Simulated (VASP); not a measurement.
Input of a VASP 6.6.1 run:

File INCAR:

```
ALGO = Normal
EDIFF = 1E-7
EDIFFG = -0.08
ENCUT = 600
GGA = PE
IBRION = 2
ISIF = 3
ISMEAR = 0
LASPH = T
LCHARG = F
LREAL = F
LWAVE = F
NELM = 80
NSW = 36
PREC = Accurate
SIGMA = 0.15
```

File KPOINTS:

```
k-points
0
Gamma
  4 4 4
```

File POSCAR:

```
Ga2SnO4
1.0
   -2.3841077400      2.3841077400      4.5320796200
    2.3841077400     -2.3841077400      4.5320796200
    2.3841077400      2.3841077400     -4.5320796200
Ga Sn O
2 1 4
Direct
    0.2500000000      0.7500000000      0.5000000000
    0.7500000000      0.2500000000      0.5000000000
    0.5000000000      0.5000000000      0.0000000000
    0.6508269900      0.0927510000      0.0000000000
    0.3491730100      0.3491730100      0.4419240100
    0.9072490000      0.9072490000      0.5580759900
    0.0927510000      0.6508269900      0.0000000000
```

Potentials or basis: VASP PAW PBE potentials, release 64 (Ga_d, Sn_d, O).

Run with:

```bash
$ cat potpaw_PBE.64/Ga_d/POTCAR potpaw_PBE.64/Sn_d/POTCAR potpaw_PBE.64/O/POTCAR > POTCAR
$ mpirun -np 1 vasp_std > vasp.out
```

**Question.** What does it give for the relaxed cell?

**Answer.** a = 6.428 Å, b = 6.428 Å, c = 6.428 Å, α = 139.51°, β = 139.51°, γ = 58.60°.

**Question.** What does it give for the relaxed volume?

**Answer.** 15.84 Å³/atom.

**Question.** Predict the band gap on the k mesh.

**Answer.** 1.41 eV.

**Question.** Estimate the space group after relaxing (to 0.1 Å).

**Answer.** I-42m (No. 121).

Forces in eV/Å, atoms in the order of the input:
```
Ga   0.000  0.000  0.000
Ga   0.000  0.000  0.000
Sn   0.000  0.000  0.000
O    0.023 -0.023  0.011
O    0.023  0.023 -0.011
O   -0.023 -0.023 -0.011
O   -0.023  0.023  0.011
```

Caveat: spin-orbit coupling is left out, which moves the levels of the heavy elements; the relaxation stopped at a loose force limit of 0.08 eV/Å, so its end isn't a converged minimum. A k mesh can miss the band edges.
